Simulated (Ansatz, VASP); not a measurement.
# One calculation of NiO2, two programs

Contents of INCAR:

```
  ALGO = Normal
  EDIFF = 1E-6
  ENCUT = 520
  ISIF = 2
  ISMEAR = 0
  LASPH = True
  LCHARG = True
  LELF = True
  LREAL = False
  LVHAR = True
  LWAVE = False
  NBANDS = 18
  NELM = 60
  PREC = Accurate
  SIGMA = 0.05
```

File KPOINTS:

```
k-points
0
Gamma
  12 12 6
```

POSCAR

```
NiO2
1.0
    2.6872726493      0.0000000000      0.0000000000
   -1.3436363247      2.3272463812      0.0000000000
    0.0000000000      0.0000000000      4.4458238710
Ni O
1 2
Direct
    0.0000000000      0.0000000000      0.5000000000
    0.6666666667      0.3333333333      0.6829609091
    0.3333333333      0.6666666667      0.3170390909
```

Input for Ansatz:

```yaml
crystal:
  lattice:
    - [2.6872726493, 0.0, 0.0]
    - [-1.3436363247, 2.3272463812, 0.0]
    - [0.0, 0.0, 4.445823871]
  atoms:
    - { symbol: Ni, position: [0.0, 0.0, 0.5] }
    - { symbol: O, position: [0.6666666667, 0.3333333333, 0.6829609091] }
    - { symbol: O, position: [0.3333333333, 0.6666666667, 0.3170390909] }
basis:
  ecutwfc: 520.0
kpoints:
  mp_grid: { grid: [12, 12, 6] }
hamiltonian:
  xc: lda
  pseudopotentials: { kind: paw }
scf:
  occupations: { method: gaussian, width: 0.05 }
output:
  forces: true
  stress: true
  eigenvalues: true
```

Alike in both runs: task single point; functional LDA; k mesh 12 × 12 × 6; occupations gaussian, width 0.05 eV; no spin polarisation.

|  | VASP | Ansatz |
| --- | --- | --- |
| version | VASP 6.6.1 | Ansatz 0.2.0 |
| potentials or method | VASP PAW LDA potentials, release 64 (Ni, O), cutoff 520 eV | scalar-relativistic, plane waves, PAW |
| valence electrons in the cell | 22 | 30 |

```tsv
	VASP	Ansatz	Ansatz less VASP
gap on the k mesh at the Fermi level (eV)	1.00	1.04	+0.036
least direct gap on the mesh (eV)	1.57	1.60	+0.030
rms of the force components (eV/Å)	1.731	1.680	-0.0504
```

LDA's correlation is that of Perdew and Zunger in VASP and of Perdew and Wang (1992) in Ansatz. Atom by atom the forces differ by 0.050 eV/Å (rms over components). VASP's potentials hold 22 valence electrons a cell and Ansatz's 30, so a difference there can come from the potentials and not from the codes.
